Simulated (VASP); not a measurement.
Here is a VASP 6.6.1 calculation.

File POSCAR:

```
H
1.0
   -1.6830767976      1.6830767976      2.0584739900
    1.6830767976     -1.6830767976      2.0584739900
    1.6999921424      1.6999921424     -2.0584739900
H
2
Direct
    0.9098622900      0.9098622900      0.0000000000
    0.0901377100      0.0901377100      0.0000000000
```

INCAR.step1

```
SYSTEM = H
  ALGO = Normal
  EDIFF = 1E-4
  ENCUT = 520
  GGA = PE
  ISMEAR = -1
  LASPH = .TRUE.
  LCHARG = .FALSE.
  LREAL = .FALSE.
  LWAVE = .TRUE.
  NBANDS = 8
  NELM = 60
  PREC = Accurate
  SIGMA = 0.01
```

INCAR.step2

```
SYSTEM = H
  ALGO = Normal
  EDIFF = 1E-8
  ENCUT = 520
  ISIF = 2
  ISMEAR = -1
  ISTART = 1
  LASPH = .TRUE.
  LCHARG = .FALSE.
  LEFG = .TRUE.
  LMIXTAU = .TRUE.
  LREAL = .FALSE.
  LWAVE = .FALSE.
  METAGGA = R2SCAN
  NBANDS = 8
  NELM = 60
  PREC = Accurate
  SIGMA = 0.01
```

Contents of KPOINTS:

```
k-points
0
G
  12 12 12
  0 0 0
```

Potentials or basis: VASP PAW PBE potentials, release 64 (H).

Command:

```sh
$ cat potpaw_PBE.64/H/POTCAR > POTCAR
$ cp INCAR.step1 INCAR
$ mpirun -np 1 vasp_std > vasp.out
$ cp INCAR.step2 INCAR
$ mpirun -np 1 vasp_std > vasp.out
```

Task: Estimate the largest force.

Result: 0.003 eV/Å.

Task: Estimate the pressure.

Result: 0.0 GPa.

Task: Predict the band gap on the k mesh.

Result: 9.67 eV (least direct gap 10.49 eV).

Electric field gradients, principal values (V/Å²):
| atom | least | middle | greatest (by size) |
| --- | --- | --- | --- |
| 1 H | -16.382 | -16.388 | 32.770 |
| 2 H | -16.382 | -16.388 | 32.770 |

Caveat: the cell differs from its parent crystal (xy shear strain of +1 %); without QUAD_EFG the Cq values of the log hold for a quadrupole moment of 1 mb, not for the nuclei; the PAW data sets were made with another functional, which shifts forces and pressure a little. A k mesh can miss the band edges.
